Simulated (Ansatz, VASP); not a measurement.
# Ge: VASP beside Ansatz

```
CELL_PARAMETERS angstrom
0.00000 2.86614 2.86614
2.86614 0.00000 2.86614
2.86614 2.86614 0.00000
ATOMIC_POSITIONS crystal
Ge 0.75000 0.75000 0.75000
Ge 0.50000 0.50000 0.50000
```

Alike in both runs: task single point; functional PBE; k mesh 8 × 8 × 8; occupations fermi-dirac, width 0.05 eV; no spin polarisation.

```csv
,VASP,Ansatz
version,VASP 6.6.1,Ansatz 0.2.0
potentials or method,"VASP PAW PBE potentials, release 64 (Ge_d)",Ansatz PAW
plane-wave cutoff (eV),520,420
valence electrons in the cell,28,28
```

```csv
,VASP,Ansatz,Ansatz less VASP
gap on the k mesh at the Fermi level (eV),none,none,-
pressure (GPa),0.8,0.9,+0.10
```

A gap of «none» marks a metal or a gap that the smearing closes.
